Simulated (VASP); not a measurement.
# ZnSe (I-4m2) in VASP: further runs

The runs below take ZnSe through electric field gradients, with LDA.

Everything below comes from runs of VASP 6.6.1. Logs are shortened: lines on timing, memory, paths and dates and some standing lists are left out, and cuts for length are marked.

## Step 1: The cell of the first run

It takes space group I-4m2 (No. 119, tetragonal). Conventional cell: a = 4.008 Å, b = 4.008 Å, c = 5.554 Å, α = 90.00°, β = 90.00°, γ = 90.00°. Zn (site symmetry -4m2) has 4 Se at 2.44 Å within 3.2 Å. Se (site symmetry -4m2) has 4 Zn at 2.44 Å within 3.2 Å.

## Step 2: Electric field gradients, LDA (zz strain of -2 %)

File INCAR:

```
SYSTEM = ZnSe
ALGO = Normal ; EDIFF = 1E-8
ENCUT = 520 ; ISIF = 2
ISMEAR = -1 ; LASPH = .True.
LCHARG = .False. ; LEFG = .True.
LREAL = .False. ; LWAVE = .False.
NBANDS = 16 ; NELM = 100
PREC = Accurate ; SIGMA = 0.03
```

File KPOINTS:

```
k-points
0
Gamma
  8 8 8
  0 0 0
```

File POSCAR:

```
ZnSe
1.0
    0.0000000000      2.8338000000      2.7771240000
    2.8338000000      0.0000000000      2.7771240000
    2.8338000000      2.8338000000      0.0000000000
Zn Se
1 1
Direct
    0.0000000000      0.0000000000      0.0000000000
    0.7500000000      0.7500000000      0.7500000000
```

Potentials or basis: VASP PAW LDA potentials, release 64 (Zn, Se).

The run is started by

```console
> cat potpaw_LDA.64/Zn/POTCAR potpaw_LDA.64/Se/POTCAR > POTCAR
> mpirun -np 1 vasp_std > vasp.out
```

OUTCAR:

```text
SYSTEM = ZnSe
   EDIFF = 1E-8
   ENCUT = 520
   ISIF = 2
   ISMEAR = -1
   LASPH = .True.
   LREAL = .False.
   NELM = 100
   PREC = Accurate

 ion  position               nearest neighbor table
   1  0.000  0.000  0.000-   2 2.44   2 2.44   2 2.44   2 2.44
   2  0.750  0.750  0.750-   1 2.44   1 2.44   1 2.44   1 2.44

  LATTYP: Found a body centered tetragonal cell.
 ALAT       =     4.0075983931
 C/A-ratio  =     1.3859292911

  Lattice vectors:

 A1 = (   0.0000000000,  -2.8338000000,  -2.7771240000)
 A2 = (   0.0000000000,   2.8338000000,  -2.7771240000)
 A3 = (   2.8338000000,   0.0000000000,   2.7771240000)

Analysis of symmetry for initial positions (statically):
=====================================================================
 Subroutine PRICEL returns:
 Original cell was already a primitive cell.

 Routine SETGRP: Setting up the symmetry group for a
 body centered tetragonal supercell.

 Subroutine GETGRP returns: Found  8 space group operations
 (whereof  8 operations were pure point group operations)
 out of a pool of 16 trial point group operations.

The static configuration has the point symmetry D_2d.

Analysis of symmetry for dynamics (positions and initial velocities):
=====================================================================
 Subroutine PRICEL returns:
 Original cell was already a primitive cell.

 Routine SETGRP: Setting up the symmetry group for a
 body centered tetragonal supercell.

 Subroutine GETGRP returns: Found  8 space group operations
 (whereof  8 operations were pure point group operations)
 out of a pool of 16 trial point group operations.

The dynamic configuration has the point symmetry D_2d.

 Subroutine INISYM returns: Found  8 space group operations
 (whereof  8 operations are pure point group operations),
 and found     1 'primitive' translations

----------------------------------------------------------------------------------------

                                     Primitive cell

  volume of cell :      44.6030

  direct lattice vectors                    reciprocal lattice vectors
     0.000000000  2.833800000  2.777124000    -0.176441527  0.176441527  0.180042375
     2.833800000  0.000000000  2.777124000     0.176441527 -0.176441527  0.180042375
     2.833800000  2.833800000  0.000000000     0.176441527  0.176441527 -0.180042375

  length of vectors
     3.967724808  3.967724808  4.007598393     0.307698687  0.307698687  0.307698687

  position of ions in fractional coordinates (direct lattice)
     0.000000000  0.000000000  0.000000000
     0.750000000  0.750000000  0.750000000

  ion indices of the primitive-cell ions
   primitive index   ion index
                 1           1
                 2           2

----------------------------------------------------------------------------------------

 KPOINTS: k-points

Automatic generation of k-mesh.
 Grid dimensions read from file:
 generate k-points for:    8    8    8

 Generating k-lattice:

  Cartesian coordinates                     Fractional coordinates (reciprocal lattice)
    -0.022055191  0.022055191  0.022505297     0.125000000 -0.000000000  0.000000000
     0.022055191 -0.022055191  0.022505297    -0.000000000  0.125000000  0.000000000
     0.022055191  0.022055191 -0.022505297     0.000000000  0.000000000  0.125000000

  Length of vectors
     0.038462336  0.038462336  0.038462336

  Shift w.r.t. Gamma in fractional coordinates (k-lattice)
     0.000000000  0.000000000  0.000000000

 Subroutine IBZKPT returns following result:
 ===========================================

 Found     59 irreducible k-points:

 Following reciprocal coordinates:
            Coordinates               Weight
  0.000000  0.000000  0.000000      1.000000
  0.125000 -0.000000  0.000000      8.000000
  0.250000 -0.000000  0.000000      8.000000
  0.375000  0.000000  0.000000      8.000000
  0.500000 -0.000000  0.000000      4.000000
  0.125000  0.125000  0.000000      2.000000
[... 16 lines left out ...]
  0.250000 -0.000000  0.125000     16.000000
  0.375000 -0.000000  0.125000     16.000000
 [... further k-points ...]
   k-points           NKPTS =     59   k-points in BZ     NKDIM =     59   number of bands    NBANDS=     16
   number of dos      NEDOS =    301   number of ions     NIONS =      2
   total plane-waves  NPLWV =  27000
   dimension x,y,z NGX =    30 NGY =   30 NGZ =   30
   dimension x,y,z NGXF=    60 NGYF=   60 NGZF=   60
   ions per type =               1   1
   NGX,Y,Z   is equivalent  to a cutoff of  12.57, 12.57, 12.44 a.u.
   NGXF,Y,Z  is equivalent  to a cutoff of  25.14, 25.14, 24.89 a.u.
 SYSTEM =  ZnSe
   PREC   = accura    normal or accurate (medium, high low for compatibility)
   ISTART =      0    job   : 0-new  1-cont  2-samecut
   ICHARG =      2    charge: 1-file 2-atom 10-const
   ISPIN  =      1    spin polarized calculation?
   LNONCOLLINEAR =      F non collinear calculations
   LSORBIT =      F    spin-orbit coupling
   LASPH  =      T    aspherical Exc in radial PAW
   ENCUT  =  520.0 eV  38.22 Ry    6.18 a.u.   7.38  7.38  7.45*2*pi/ulx,y,z
   NELM   =    100;   NELMIN=  2; NELMDL= -5     # of ELM steps
   EDIFF  = 0.1E-07   stopping-criterion for ELM
   LREAL  =      F    real-space projection
   EDIFFG = 0.1E-06   stopping-criterion for IOM
   NSW    =      0    number of steps for IOM
   IBRION =     -1    ionic relax: 0-MD 1-quasi-New 2-CG
   NFREE  =      0    steps in history (QN), initial steepest desc. (CG)
   ISIF   =      2    stress and relaxation
   ISYM   =      2    0-nonsym 1-usesym 2-fastsym
   POTIM  = 0.5000    time-step for ionic-motion
   TEBEG  =    0.0;   TEEND  =   0.0 temperature during run
   PSTRESS=    0.0 pullay stress
   NELECT =      18.0000    total number of electrons
   NUPDOWN=      -1.0000    fix difference up-down
   EMIN   =  10.00;   EMAX   =-10.00  energy-range for DOS
   EFERMI =   0.00;   METHOD = LEGACY
   ISMEAR =    -1;   SIGMA  =   0.03  broadening in eV -4-tet -1-fermi 0-gaus
   EFERMI_NEDOS =   21; number of points for ismear=-14 and -15
   IALGO  =     38    algorithm
   IMIX   =      4    mixing-type and parameters
     AMIX     =   0.40;   BMIX     =  1.00
     AMIX_MAG =   1.60;   BMIX_MAG =  1.00
  volume/ion in A,a.u.               =      22.30       150.50
  Fermi-wavevector in a.u.,A,eV,Ry     =   1.209793  2.286178 19.913479  1.463599
  Thomas-Fermi vector in A             =   2.345360
   LORBIT       =      0    0 simple, 1 ext, 2 COOP (PROOUT), +10 PAW based schemes
   GGA     = CA    functional components
   LHFCALC =     F    Hartree Fock is set to
   AEXX    =    0.0000 exact exchange contribution
   IVDW    =     0    specifies the selected vdW correction
   LEPSILON=     F    determine dielectric tensor
   LRPA    =     F    only Hartree local field effects (RPA)
 non-spin polarized calculation
  energy-cutoff  :      520.00
  volume of cell :       44.60
 maximum number of plane-waves:      1235
 NGX is ok and might be reduce to    30
   NGX = 15   NGY = 15   NGZ = 15

 number of electron      17.9999997 magnetization

 Free energy of the ion-electron system (eV)
  ---------------------------------------------------
  ext. energy  EPLUGINS =         0.00000000
  ---------------------------------------------------
  free energy    TOTEN  =        -7.36314640 eV

  energy without entropy =       -7.36314640  energy(sigma->0) =       -7.36314640

 E-fermi :   2.3086     XC(G=0):  -9.7890

 val. band max:        1.7351934802   @ k =   0.0000   0.0000   0.0000
 cond. band min:       2.8360814882   @ k =   0.0000   0.0000   0.0000
 fundamental gap:      1.1008880079
 Fermi energy:         2.3085687076

 k-point     1 :       0.0000    0.0000    0.0000
  band No.  band energies     occupation
      1     -11.7333      2.00000
      2      -5.0677      2.00000
      3      -5.0677      2.00000
      4      -5.0591      2.00000
      5      -4.6902      2.00000
      6      -4.6857      2.00000
[... 8 lines left out ...]
     15      13.0209      0.00000
     16      13.3749      0.00000

 k-point     2 :       0.1250   -0.0000    0.0000
  band No.  band energies     occupation
      1     -11.6281      2.00000
      2      -5.0600      2.00000
      3      -5.0517      2.00000
      4      -5.0442      2.00000
      5      -4.6912      2.00000
      6      -4.6877      2.00000
[... 8 lines left out ...]
     15      12.2752      0.00000
     16      12.4870      0.00000
[... 387 lines left out ...]
      5      -4.7072      2.00000
      6      -4.6737      2.00000
[... 8 lines left out ...]
     15      13.2409      0.00000
     16      13.6996      0.00000

 k-point    24 :       0.3750   -0.0000    0.1250
  band No.  band energies     occupation
      1     -11.0751      2.00000
      2      -5.0018      2.00000
      3      -4.9605      2.00000
      4      -4.8859      2.00000
      5      -4.6873      2.00000
      6      -4.6665      2.00000
[... 8 lines left out ...]
     15      13.2978      0.00000
     16      14.0073      0.00000

 [... further k-points ...]
[... 5 lines left out ...]
  --------------------------------------------------------------------------------------
  -------------------------------------------------------------------------------------
  Total       -0.5970387     -0.5970387     -0.3844327      0.0000000      0.0000000      0.0000000
  in kB      -21.4461519    -21.4461519    -13.8091610      0.0000000      0.0000000      0.0000000
  external PRESSURE =     -18.9004882 kB  Pullay stress =       0.0000000 kB

 VOLUME and BASIS-vectors are now :
 -----------------------------------------------------------------------------
  energy-cutoff  :      520.00
  volume of cell :       44.60
      direct lattice vectors                 reciprocal lattice vectors
     0.000000000  2.833800000  2.777124000    -0.176441527  0.176441527  0.180042375
     2.833800000  0.000000000  2.777124000     0.176441527 -0.176441527  0.180042375
     2.833800000  2.833800000  0.000000000     0.176441527  0.176441527 -0.180042375

 POSITION                                       TOTAL-FORCE (eV/Angst)
 -----------------------------------------------------------------------------------
      0.00000      0.00000      0.00000        -0.000000     -0.000000      0.000000
      4.25070      4.25070      4.16569         0.000000      0.000000     -0.000000
 -----------------------------------------------------------------------------------
    total drift:                                0.000001      0.000001      0.000000

  FREE ENERGIE OF THE ION-ELECTRON SYSTEM (eV)
  ---------------------------------------------------
  free  energy   TOTEN  =        -7.3631464010 eV

  energy  without entropy=       -7.3631464009  energy(sigma->0) =       -7.36314640

 Electric field gradients (V/A^2)
---------------------------------------------------------------------
 ion       V_xx      V_yy      V_zz      V_xy      V_xz      V_yz
---------------------------------------------------------------------
   1      -1.726    -1.726     3.452     0.002     0.004     0.004
   2       4.149     4.149    -8.298     0.000     0.000     0.000
---------------------------------------------------------------------

 Electric field gradients after diagonalization (V/A^2)
 (convention: |V_zz| > |V_xx| > |V_yy|)
----------------------------------------------------------------------
 ion       V_xx      V_yy      V_zz     asymmetry (V_yy - V_xx)/ V_zz
----------------------------------------------------------------------
   1      -1.728    -1.725     3.452       0.001
   2       4.149     4.149    -8.298       0.000
----------------------------------------------------------------------

           NMR quadrupolar parameters

 Cq : quadrupolar parameter    Cq=e*Q*V_zz/h
 eta: asymmetry parameters     (V_yy - V_xx)/ V_zz
 Q  : nuclear electric quadrupole moment in mb (millibarn)
----------------------------------------------------------------------
 ion       Cq(MHz)       eta       Q (mb)
----------------------------------------------------------------------
   1       0.008       0.001       1.000
   2      -0.020       0.000       1.000
----------------------------------------------------------------------
```

Wall time 36 s (1 thread of AMD EPYC 7R43 (Zen 3), shared host); peak memory 0.14 GiB.

What came out:

| Item | Value |
| --- | --- |
| Free energy | -7.3631 eV |
| Pressure | -1.9 GPa |
| Band gap on the k mesh | 1.10 eV, direct |

Levels at points of the mesh, in eV from the valence-band top:
| k point | band 7 | band 8 | band 9 | band 10 | band 11 | band 12 |
| --- | --- | --- | --- | --- | --- | --- |
| (0.00, 0.00, 0.00) | -0.07 | -0.07 | 0.00 | 1.10 | 5.64 | 5.65 |
| (0.50, 0.00, 0.00) | -5.47 | -1.01 | -0.89 | 2.35 | 6.15 | 6.32 |
| (0.50, 0.50, 0.00) | -4.88 | -2.40 | -2.40 | 2.65 | 3.15 | 10.75 |
| (0.50, 0.00, 0.50) | -5.00 | -2.31 | -2.27 | 2.75 | 3.34 | 10.55 |

Electric field gradients, principal values (V/Å²):
```tsv
atom	least	middle	greatest (by size)
1 Zn	-1.725	-1.728	3.452
2 Se	4.149	4.149	-8.298
```

Caveat: the cell differs from its parent crystal (zz strain of -2 %); without QUAD_EFG the Cq values of the log hold for a quadrupole moment of 1 mb, not for the nuclei.

## Step 3: Electric field gradients, LDA (zz strain of -1 %)

File INCAR:

```
PREC     = Accurate       # precision mode
ENCUT    = 520            # plane-wave cutoff, eV
EDIFF    = 1E-8           # SCF threshold, eV
ISMEAR   = -1             # smearing method
SIGMA    = 0.03           # smearing width, eV
LREAL    = F              # projectors in reciprocal space
LASPH    = T              # aspherical terms in the spheres
NELM     = 100            # most SCF steps
ALGO     = Normal         # electronic algorithm
ISIF     = 2              # what is computed and relaxed
LWAVE    = F              # write WAVECAR
LCHARG   = F              # write CHGCAR
LEFG     = T            
NBANDS   = 16             # bands
```

File KPOINTS:

```
Automatic mesh
0
Gamma
  8 8 8
```

File POSCAR:

```
ZnSe
1.0
    0.0000000000      2.8338000000      2.8054620000
    2.8338000000      0.0000000000      2.8054620000
    2.8338000000      2.8338000000      0.0000000000
Zn Se
1 1
Direct
    0.0000000000      0.0000000000      0.0000000000
    0.7500000000      0.7500000000      0.7500000000
```

Potentials or basis: VASP PAW LDA potentials, release 64 (Zn, Se).

The run is started by

```console
> cat potpaw_LDA.64/Zn/POTCAR potpaw_LDA.64/Se/POTCAR > POTCAR
> mpirun -np 1 vasp_std > vasp.out
```

OUTCAR:

```text
PREC = Accurate
   ENCUT = 520
   EDIFF = 1E-8
   ISMEAR = -1
   LREAL = F
   LASPH = T
   NELM = 100
   ISIF = 2

 ion  position               nearest neighbor table
   1  0.000  0.000  0.000-   2 2.45   2 2.45   2 2.45   2 2.45
   2  0.750  0.750  0.750-   1 2.45   1 2.45   1 2.45   1 2.45

  LATTYP: Found a body centered tetragonal cell.
 ALAT       =     4.0075983931
 C/A-ratio  =     1.4000714267

  Lattice vectors:

 A1 = (   0.0000000000,  -2.8338000000,  -2.8054620000)
 A2 = (   0.0000000000,   2.8338000000,  -2.8054620000)
 A3 = (   2.8338000000,   0.0000000000,   2.8054620000)

Analysis of symmetry for initial positions (statically):
=====================================================================
 Subroutine PRICEL returns:
 Original cell was already a primitive cell.

 Routine SETGRP: Setting up the symmetry group for a
 body centered tetragonal supercell.

 Subroutine GETGRP returns: Found  8 space group operations
[... 643 lines left out ...]
  volume of cell :       45.06
      direct lattice vectors                 reciprocal lattice vectors
     0.000000000  2.833800000  2.805462000    -0.176441527  0.176441527  0.178223765
     2.833800000  0.000000000  2.805462000     0.176441527 -0.176441527  0.178223765
     2.833800000  2.833800000  0.000000000     0.176441527  0.176441527 -0.178223765

 POSITION                                       TOTAL-FORCE (eV/Angst)
 -----------------------------------------------------------------------------------
      0.00000      0.00000      0.00000         0.000000      0.000000      0.000000
      4.25070      4.25070      4.20819        -0.000000     -0.000000      0.000000
 -----------------------------------------------------------------------------------
    total drift:                                0.000001      0.000001     -0.000000

  FREE ENERGIE OF THE ION-ELECTRON SYSTEM (eV)
  ---------------------------------------------------
  free  energy   TOTEN  =        -7.3579967953 eV

  energy  without entropy=       -7.3579967952  energy(sigma->0) =       -7.35799680

 Electric field gradients (V/A^2)
---------------------------------------------------------------------
 ion       V_xx      V_yy      V_zz      V_xy      V_xz      V_yz
---------------------------------------------------------------------
   1      -0.849    -0.849     1.697     0.002     0.003     0.003
   2       2.088     2.088    -4.177     0.000     0.000     0.000
---------------------------------------------------------------------

 Electric field gradients after diagonalization (V/A^2)
 (convention: |V_zz| > |V_xx| > |V_yy|)
----------------------------------------------------------------------
 ion       V_xx      V_yy      V_zz     asymmetry (V_yy - V_xx)/ V_zz
----------------------------------------------------------------------
   1      -0.850    -0.847     1.697       0.002
   2       2.088     2.088    -4.177       0.000
----------------------------------------------------------------------

           NMR quadrupolar parameters

 Cq : quadrupolar parameter    Cq=e*Q*V_zz/h
 eta: asymmetry parameters     (V_yy - V_xx)/ V_zz
 Q  : nuclear electric quadrupole moment in mb (millibarn)
----------------------------------------------------------------------
 ion       Cq(MHz)       eta       Q (mb)
----------------------------------------------------------------------
   1       0.004       0.002       1.000
   2      -0.010       0.000       1.000
----------------------------------------------------------------------
```

stdout:

```text
POSCAR found type information on POSCAR ZnSe
 POSCAR found :  2 types and       2 ions
 scaLAPACK will be used
 LDA part: xc-table for (Slater(with rela. corr.)+CA(PZ))
 , standard interpolation
 POSCAR, INCAR and KPOINTS ok, starting setup
 FFT: planning ... GRIDC
 FFT: planning ... GRID_SOFT
 FFT: planning ... GRID
 WAVECAR not read
 entering main loop
ion   1

ion   2
```

Run time: 38 s. Hardware: 1 thread of AMD EPYC 7R43 (Zen 3), shared host; peak memory 0.13 GiB.

What came out:

| Quantity | Value |
| --- | --- |
| Free energy | -7.3580 eV |
| Pressure | -2.5 GPa |
| Band gap on the k mesh | 1.08 eV, direct |

Stress tensor (GPa, compression positive):
```
-2.63  0.00  0.00
 0.00 -2.63  0.00
 0.00  0.00 -2.24
```

Levels at points of the mesh, in eV from the valence-band top:
```csv
k point,band 6,band 7,band 8,band 9,band 10,band 11,band 12,band 13
"(0.00, 0.00, 0.00)",-6.37,-0.04,-0.04,0.00,1.08,5.67,5.68,5.68
"(0.50, 0.00, 0.00)",-6.21,-5.38,-0.94,-0.88,2.36,6.22,6.30,8.36
"(0.50, 0.50, 0.00)",-6.18,-4.86,-2.30,-2.30,2.73,3.24,10.63,11.12
"(0.50, 0.00, 0.50)",-6.19,-4.92,-2.25,-2.24,2.78,3.33,10.53,11.07
```

Electric field gradients, principal values (V/Å²):
| atom | least | middle | greatest (by size) |
| --- | --- | --- | --- |
| 1 Zn | -0.847 | -0.850 | 1.697 |
| 2 Se | 2.088 | 2.088 | -4.177 |

Caveat: the cell differs from its parent crystal (zz strain of -1 %); without QUAD_EFG the Cq values of the log hold for a quadrupole moment of 1 mb, not for the nuclei.

(Part 1 of 2 ends here.)
